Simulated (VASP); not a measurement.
Set up this calculation in VASP 6.6.1, as the native input.

* Task: single point
* Functional: PBE
* Potentials or basis: VASP PAW PBE potentials, release 64 (Si)
* Cutoff: 520 eV
* k mesh: 11 × 11 × 11
* Occupations: fermi-dirac, width 0.08 eV
* Spin: no spin polarisation
* Dipole correction: no
* Further INCAR settings: ALGO = Normal; EDIFF = 1e-06; NBANDS = 11

The structure of Si lies in POSCAR:

```
Si
1.0
    0.0000000000      2.7154700000      2.7426247000
    2.7154700000      0.0000000000      2.7426247000
    2.7154700000      2.7154700000      0.0000000000
Si
2
Direct
    0.5000000000      0.5000000000      0.5000000000
    0.7500000000      0.7500000000      0.7500000000
```

This cell differs from its parent crystal: zz strain of +1 %.

One way to write it, as run:

INCAR

```
SYSTEM = Si
PREC = Accurate
ENCUT = 520
EDIFF = 1E-6
ISMEAR = -1
SIGMA = 0.08
LREAL = .False.
LASPH = .True.
NELM = 60
ALGO = Normal
ISIF = 2
LWAVE = .False.
LCHARG = .False.
GGA = PE
NBANDS = 11
```

KPOINTS

```
Automatic mesh
0
Gamma
  11 11 11
  0 0 0
```

Potentials or basis: VASP PAW PBE potentials, release 64 (Si).

The run is started by

```bash
$ cat potpaw_PBE.64/Si/POTCAR > POTCAR
$ mpirun -np 1 vasp_std > vasp.out
```

Results of the run:

```json
{"Pressure": "1.0 GPa", "Band gap on the k mesh": "0.56 eV, indirect (least direct gap 2.53 eV)"}
```

Caveat: the cell differs from its parent crystal (zz strain of +1 %).

Run time: 38 s on 1 thread of Intel Xeon 6975P-C, with other jobs on the host, peak memory 0.18 GiB.
